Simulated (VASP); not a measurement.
GaN: single point with r2SCAN

GaN:

```xyz
4
Lattice="3.1800 0.0000 0.0000 -1.5900 2.8090 0.0000 0.0000 0.0000 5.1660" Properties=species:S:1:pos:R:3 pbc="T T T"
Ga    0.0000    1.8727    0.0000
Ga    1.5900    0.9363    2.5830
N     0.0000    1.8727    1.9373
N     1.5900    0.9363    4.5203
```

This cell differs from its parent crystal: strain +0.0200 x Voigt [0, 1, 0, 0, 0, 0].

- Program: VASP 6.6.1
- Task: single point
- Functional: r2SCAN
- Potentials or basis: VASP PAW PBE potentials, release 64 (Ga_d, N)
- Cutoff: 520 eV
- k mesh: 12 × 12 × 6
- Occupations: gaussian, width 0.05 eV
- Spin: no spin polarisation
- Dipole correction: no
- Further INCAR settings: ALGO = Normal; EDIFF = 1e-06; NBANDS = 26

| Item | Value |
| --- | --- |
| Pressure | -1.6 GPa |
| Largest force | 0.287 eV/Å |
| Band gap on the k mesh | 2.21 eV, direct |

Forces in eV/Å, atoms in the order of the input:
```
Ga   0.000  0.132 -0.235
Ga   0.000 -0.132 -0.235
N    0.000  0.165  0.235
N    0.000 -0.165  0.235
```

Stress tensor (GPa, compression positive):
```
-0.49  0.00  0.00
 0.00 -6.52  0.00
 0.00  0.00  2.20
```

Levels at points of the mesh, in eV from the valence-band top:
```tsv
k point	band 15	band 16	band 17	band 18	band 19	band 20	band 21	band 22
(0.00, 0.00, 0.00)	-1.10	-0.09	-0.07	0.00	2.21	4.57	9.90	10.23
(0.50, 0.00, 0.00)	-4.28	-2.93	-2.28	-1.06	5.30	5.92	6.57	9.26
(0.00, 0.50, 0.00)	-4.38	-2.73	-2.27	-0.91	5.66	6.15	6.48	9.12
(0.00, 0.00, 0.50)	-0.65	-0.65	-0.56	-0.56	4.58	4.58	9.13	9.13
(0.50, 0.00, 0.50)	-2.08	-2.08	-1.92	-1.92	4.78	4.78	8.31	8.31
(0.00, 0.50, 0.50)	-1.96	-1.96	-1.90	-1.90	4.90	4.90	8.39	8.39
```

It took 6.4 min on 1 thread of Intel(R) Xeon(R) Platinum 8488C (Sapphire Rapids) (shared host), peak memory 0.3 GiB.

Caveat: the cell differs from its parent crystal (strain +0.0200 x Voigt [0, 1, 0, 0, 0, 0]); the PAW data sets were made with another functional, which shifts forces and pressure a little.
